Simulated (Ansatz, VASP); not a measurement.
F: VASP beside Ansatz

Contents of INCAR:

```
SYSTEM = F
PREC = Accurate
ENCUT = 520
EDIFF = 1E-6
ISMEAR = 0
SIGMA = 0.05
LREAL = .False.
LASPH = .True.
NELM = 80
ALGO = Normal
ISIF = 2
LWAVE = .False.
LCHARG = .False.
GGA = PS
NBANDS = 22
```

File KPOINTS:

```
regular mesh
0
Gamma
  4 4 2
  0 0 0
```

File POSCAR:

```
F
1.0
    2.9344170841     -1.7415428218     -0.2263275603
    2.9344170841      1.7415428218     -0.2263275603
   -2.1899853236      0.0000000000      6.9675782886
F
4
Direct
    0.0848459664      0.0848459664      0.0940038325
    0.9151540336      0.9151540336      0.9059961675
    0.5015719855      0.5015719855      0.5937195244
    0.4984280145      0.4984280145      0.4062804756
```

Input for Ansatz:

```yaml
crystal:
  lattice:
    - [2.9344170841, -1.7415428218, -0.2263275603]
    - [2.9344170841, 1.7415428218, -0.2263275603]
    - [-2.1899853236, 0.0, 6.9675782886]
  atoms:
    - { symbol: F, position: [0.0848459664, 0.0848459664, 0.0940038325] }
    - { symbol: F, position: [0.9151540336, 0.9151540336, 0.9059961675] }
    - { symbol: F, position: [0.5015719855, 0.5015719855, 0.5937195244] }
    - { symbol: F, position: [0.4984280145, 0.4984280145, 0.4062804756] }
basis:
  ecutwfc: 520.0
kpoints:
  mp_grid: { grid: [4, 4, 2] }
hamiltonian:
  xc: pbesol
scf:
  occupations: { method: gaussian, width: 0.05 }
output:
  forces: true
  stress: true
  eigenvalues: true
```

Change from the starting cell: volume 17.372 Å^3 an atom, stretch along a over the lengths across it, relative to the relaxed cell 0.9684.

Alike in both runs: task single point; functional PBEsol; k mesh 4 × 4 × 2; occupations gaussian, width 0.05 eV; no spin polarisation.

```csv
,VASP,Ansatz
version,VASP 6.6.1,Ansatz 0.2.0
potentials or method,"VASP PAW PBE potentials, release 64 (F), cutoff 520 eV","scalar-relativistic, plane waves, PAW"
valence electrons in the cell,28,28
```

```tsv
	VASP	Ansatz	Ansatz less VASP
gap on the k mesh at the Fermi level (eV)	3.40	3.49	+0.090
least direct gap on the mesh (eV)	3.50	3.59	+0.090
pressure (GPa)	4.1	3.5	-0.55
traceless stress, the component that is largest in VASP (GPa)	7.19	5.39	-1.795
rms of the force components (eV/Å)	1.206	0.904	-0.3023
```

VASP's potentials were made for PBE, not for PBEsol. Atom by atom the forces differ by 0.302 eV/Å (rms over components).

The k mesh is coarse, so the values compare programs but aren't converged.
